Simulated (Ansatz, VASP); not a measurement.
**AlFe3B: VASP beside Ansatz**

```
CELL_PARAMETERS angstrom
3.82232 0.00000 0.00000
0.00000 3.82232 0.00000
0.00000 0.00000 3.82232
ATOMIC_POSITIONS crystal
Fe 0.00000 0.00000 0.50000
Fe 0.00000 0.50000 0.00000
Fe 0.50000 0.00000 0.00000
Al 0.50000 0.50000 0.50000
B 0.00000 0.00000 0.00000
```

Alike in both runs: task single point; functional PBEsol; k mesh 7 × 7 × 7; occupations fermi-dirac, width 0.05 eV; collinear spin, ferromagnetic start.

|  | VASP | Ansatz |
| --- | --- | --- |
| version | VASP 6.6.1 | Ansatz 0.2.0 |
| potentials or method | VASP PAW PBE potentials, release 64 (Fe, Al, B) | Ansatz PAW |
| plane-wave cutoff (eV) | 520 | 420 |
| valence electrons in the cell | 30 | 54 |

```csv
,VASP,Ansatz,Ansatz less VASP
gap on the k mesh at the Fermi level (eV),none,none,-
pressure (GPa),-7.1,-7.7,-0.62
net moment per atom (μB),0.82,0.82,0.000
size of the moment on the site where the two differ most (μB),1.47,1.37,-0.096
```

VASP's potentials were made for PBE, not for PBEsol. Site moments also hang on the region over which each program counts them. A gap of «none» marks a metal or a gap that the smearing closes. The functional is the same, so the differences come from potentials, cutoffs and numerics. VASP's potentials hold 30 valence electrons a cell and Ansatz's 54, so a difference there can come from the potentials and not from the codes.
